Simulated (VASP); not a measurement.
Be2C, 3 atoms in the cell. It takes space group Fm-3m (No. 225, cubic). Conventional cell: a = 4.248 Å, b = 4.248 Å, c = 4.248 Å, α = 90.00°, β = 90.00°, γ = 90.00°. Be (site symmetry -43m) has 4 C at 1.84 Å and 6 Be at 2.12 Å within 2.4 Å. Within 2.4 Å of C (site symmetry m-3m) lie 8 Be at 1.84 Å.  This cell differs from its parent crystal: volume changed by -5%.

| Property | Result |
| --- | --- |
| Program | VASP 6.6.1 |
| Task | single point |
| Functional | PBE |
| Potentials or basis | VASP PAW PBE potentials, release 64 (Be, C) |
| Cutoff | 600 eV |
| k mesh | 6 × 6 × 6 |
| Occupations | gaussian, width 0.01 eV |
| Spin | no spin polarisation |
| Dipole correction | no |
| Further INCAR settings | ALGO = Normal; EDIFF = 1e-06; NBANDS = 11 |

Potentials or basis: VASP PAW PBE potentials, release 64 (Be, C).

Run with:

```sh
$ cat potpaw_PBE.64/Be/POTCAR potpaw_PBE.64/C/POTCAR > POTCAR
$ mpirun -np 1 vasp_std > vasp.out
```

Hardware: 1 thread of Intel Xeon 8259CL, with other jobs on the host.

Task: Estimate the wall time of this run.

Result: Wall time 5.2 s on 1 thread of Intel Xeon 8259CL (shared host), peak memory 0.13 GiB. Counts: scf iterations 12, k points 16.
